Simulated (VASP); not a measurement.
# Hf7S4 (Pm) in VASP: further runs, part 2 of 2

VASP 6.6.1.

## 3. Single point, LDA

File INCAR:

```
SYSTEM = Hf7S4
PREC = Accurate ; ENCUT = 500
EDIFF = 1E-6 ; ISMEAR = 0
SIGMA = 0.05 ; LREAL = .FALSE.
LASPH = .TRUE. ; NELM = 120
ALGO = Normal ; ISIF = 2
LWAVE = .FALSE. ; LCHARG = .TRUE.
GGA = CA ; LVHAR = .TRUE.
NBANDS = 58 ; GGA_COMPAT = .FALSE.
KPAR = 4
```

File KPOINTS:

```
regular mesh
0
G
  6 11 3
  0 0 0
```

File POSCAR:

```
Hf7S4
1.0
    6.7485480000      0.0000000000      0.0000000000
   -1.6871370000      2.9222070000      0.0000000000
    0.0000000000      0.0000000000     11.7174070000
Hf S
7 4
Direct
    0.3333340000      0.3333330000      0.8998120000
    0.3333340000      0.3333330000      0.6001880000
    0.1666660000      0.6666670000      0.1001880000
    0.8333330000      0.3333330000      0.8998120000
    0.6666670000      0.6666670000      0.3998120000
    0.8333330000      0.3333330000      0.6001880000
    0.6666670000      0.6666670000      0.1001880000
    0.0000000000      0.0000000000      0.7500000000
    0.0000000000      0.0000000000      0.2500000000
    0.5000000000      0.0000000000      0.7500000000
    0.5000000000      0.0000000000      0.2500000000
```

Potentials or basis: VASP PAW LDA potentials, release 64 (Hf_pv, S).

On the command line:

```sh
cat potpaw_LDA.64/Hf_pv/POTCAR potpaw_LDA.64/S/POTCAR > POTCAR
mpirun -np 4 vasp_std > vasp.out
```

OUTCAR:

```text
SYSTEM = Hf7S4
   PREC = Accurate
   ENCUT = 500
   EDIFF = 1E-6
   ISMEAR = 0
   LREAL = .FALSE.
   LASPH = .TRUE.
   NELM = 120
   ISIF = 2
   GGA = CA

 ion  position               nearest neighbor table
   1  0.333  0.333  0.900-  10 2.62  10 2.62   8 2.62   3 3.05   7 3.05   3 3.05   4 3.37   4 3.37
                             4 3.37   4 3.37   2 3.51
   2  0.333  0.333  0.600-  10 2.62  10 2.62   8 2.62   5 3.05   6 3.37   6 3.37   6 3.37   6 3.37
                             1 3.51
   3  0.167  0.667  0.100-   9 2.62   9 2.62  11 2.62   1 3.05   4 3.05   1 3.05   7 3.37   7 3.37
                             7 3.37   7 3.37
[... 1723 lines left out ...]
 -----------------------------------------------------------------------------
  energy-cutoff  :      500.00
  volume of cell :      231.07
      direct lattice vectors                 reciprocal lattice vectors
     6.748548000  0.000000000  0.000000000     0.148180023  0.085551776  0.000000000
    -1.687137000  2.922207000  0.000000000     0.000000000  0.342207106  0.000000000
     0.000000000  0.000000000 11.717407000     0.000000000  0.000000000  0.085343114

 POSITION                                       TOTAL-FORCE (eV/Angst)
 -----------------------------------------------------------------------------------
      1.68714      0.97407     10.54346        -0.043515     -0.025124     -0.264804
      1.68714      0.97407      7.03265        -0.474738     -0.274090      0.818871
     -0.00001      1.94814      1.17394        -0.393803     -0.227362      1.125858
      5.06141      0.97407     10.54346         0.026502      0.015301     -0.265381
      3.37428      1.94814      4.68476         0.851353      0.491529     -1.148116
      5.06141      0.97407      7.03265        -0.040485     -0.023374      0.434987
      3.37428      1.94814      1.17394         0.388574      0.224344      0.578872
      0.00000      0.00000      8.78806         0.126510      0.073041     -0.095878
      0.00000      0.00000      2.92935        -0.306316     -0.176852     -0.746430
      3.37427      0.00000      8.78806        -0.083500     -0.048209     -0.255558
      3.37427      0.00000      2.92935        -0.050582     -0.029204     -0.182421
 -----------------------------------------------------------------------------------
    total drift:                               -0.000649      0.000827      0.000433

  FREE ENERGIE OF THE ION-ELECTRON SYSTEM (eV)
  ---------------------------------------------------
  free  energy   TOTEN  =      -103.7174461123 eV

  energy  without entropy=     -103.7093539316  energy(sigma->0) =     -103.71340002
```

OSZICAR:

```text
N       E                     dE             d eps       ncg     rms          rms(c)
DAV:   1     0.484179077534E+03    0.48418E+03   -0.48654E+04 11848   0.148E+03
DAV:   2    -0.663756094822E+02   -0.55055E+03   -0.53013E+03 13832   0.370E+02
DAV:   3    -0.107530161753E+03   -0.41155E+02   -0.39648E+02 14984   0.670E+01
[... 11 lines left out ...]
DAV:  15    -0.103717475803E+03    0.93595E-04   -0.55909E-04 14768   0.920E-02    0.135E-01
DAV:  16    -0.103717454335E+03    0.21468E-04   -0.14692E-04 14848   0.510E-02    0.701E-02
DAV:  17    -0.103717449958E+03    0.43767E-05   -0.21446E-05 14344   0.196E-02    0.497E-02
DAV:  18    -0.103717446267E+03    0.36914E-05   -0.17263E-05 14608   0.155E-02    0.157E-02
DAV:  19    -0.103717446112E+03    0.15471E-06   -0.36510E-06 11880   0.724E-03
   1 F= -.10371745E+03 E0= -.10371340E+03  d E =-.809218E-02
```

stdout:

```text
POSCAR found type information on POSCAR HfS
 POSCAR found :  2 types and      11 ions
 scaLAPACK will be used
 LDA part: xc-table for (Slater(with rela. corr.)+CA(PZ))
 , standard interpolation
 -----------------------------------------------------------------------------
|                                                                             |
|           W    W    AA    RRRRR   N    N  II  N    N   GGGG   !!!           |
|           W    W   A  A   R    R  NN   N  II  NN   N  G    G  !!!           |
|           W    W  A    A  R    R  N N  N  II  N N  N  G       !!!           |
|           W WW W  AAAAAA  RRRRR   N  N N  II  N  N N  G  GGG   !            |
|           WW  WW  A    A  R   R   N   NN  II  N   NN  G    G                |
|           W    W  A    A  R    R  N    N  II  N    N   GGGG   !!!           |
|                                                                             |
|     Your reciprocal lattice and k-lattice belong to different lattice       |
|     classes:                                                                |
|                                                                             |
|        The reciprocal lattice is simple orthorhombic,                       |
|        whereas your k-lattice is simple monoclinic.                         |
|                                                                             |
|     Results are often still useful ...                                      |
|                                                                             |
 -----------------------------------------------------------------------------

 POSCAR, INCAR and KPOINTS ok, starting setup
 FFT: planning ... GRIDC
 FFT: planning ... GRID_SOFT
 FFT: planning ... GRID
 WAVECAR not read
 entering main loop
```

Run time: 7 min. Hardware: 4 MPI ranks of AMD EPYC 9R45 (Zen 5), shared host; peak memory 0.89 GiB.

What came out:

```yaml
Free_energy: -103.7174 eV
Pressure: -7.8 GPa
Largest_force: 1.511 eV/Å
Band_gap_on_the_k_mesh: zero (bands 47 and 48 overlap by 0.39 eV)
```

Forces on the atoms (eV/Å):
```
Hf  -0.044 -0.025 -0.265
Hf  -0.475 -0.274  0.819
Hf  -0.394 -0.227  1.126
Hf   0.027  0.015 -0.265
Hf   0.851  0.492 -1.148
Hf  -0.040 -0.023  0.435
Hf   0.389  0.224  0.579
S    0.127  0.073 -0.096
S   -0.306 -0.177 -0.746
S   -0.084 -0.048 -0.256
S   -0.051 -0.029 -0.182
```

Stress tensor (GPa, compression positive):
```
-7.62  0.32 -0.26
 0.32 -7.99 -0.15
-0.26 -0.15 -7.82
```

Caveat: the cell stands under tension; spin-orbit coupling is left out, which moves the levels of the heavy elements; forces of over 1 eV/Å act on the atoms, so gaps and moduli don't describe the material at rest.
